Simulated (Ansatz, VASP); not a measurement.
**Li: VASP beside Ansatz**

File INCAR:

```
PREC = Accurate
ENCUT = 520
EDIFF = 1E-6
ISMEAR = 0
SIGMA = 0.15
LREAL = False
LASPH = True
NELM = 80
ALGO = Fast
ISIF = 2
LWAVE = False
LCHARG = False
GGA = PE
IVDW = 12
NBANDS = 10
```

KPOINTS

```
regular mesh
0
Gamma
  16 16 12
```

POSCAR

```
Li
1.0
    0.0000000000     -2.0886081792     -2.0886081792
    0.0000000000      2.0886081792     -2.0886081792
    4.1772163584      0.0000000000      0.0000000000
Li
2
Direct
    0.5813939166      0.4593030417      0.5000000000
   -0.0813939166      0.0406969583      0.0000000000
```

Input for Ansatz:

```yaml
crystal:
  lattice:
    - [0.0, -2.0886081792, -2.0886081792]
    - [0.0, 2.0886081792, -2.0886081792]
    - [4.1772163584, 0.0, 0.0]
  atoms:
    - { symbol: Li, position: [0.5813939166, 0.4593030417, 0.5] }
    - { symbol: Li, position: [-0.0813939166, 0.0406969583, 0.0] }
basis:
  ecutwfc: 520.0
kpoints:
  mp_grid: { grid: [16, 16, 12] }
hamiltonian:
  xc: pbe
  dispersion: d3bj
scf:
  occupations: { method: gaussian, width: 0.15 }
output:
  forces: true
  stress: true
  eigenvalues: true
```

Change from the starting cell: mode 4 frozen in at -0.255 Å and mode 5 at -0.085 Å (largest displacements).

Alike in both runs: task single point; functional PBE; dispersion D3(BJ); k mesh 16 × 16 × 12; occupations gaussian, width 0.15 eV; no spin polarisation.

|  | VASP | Ansatz |
| --- | --- | --- |
| version | VASP 6.6.1 | Ansatz 0.2.0 |
| potentials or method | VASP PAW PBE potentials, release 64 (Li_sv), cutoff 520 eV | scalar-relativistic, plane waves, PAW |
| valence electrons in the cell | 6 | 6 |

Ansatz gave:

```
gap on the k mesh at the Fermi level (eV) : none
rms of the force components (eV/Å)        : 0.230
```

Problem. Estimate VASP's values.

Solution. gap on the k mesh at the Fermi level (eV): none; rms of the force components (eV/Å): 0.231.

Atom by atom the forces differ by 0.000 eV/Å (rms over components). A gap of «none» marks a metal or a gap that the smearing closes.

Noted on VASP's run: the cutoff is under 1.25 times that of the potentials, so the pressure is a little rough.
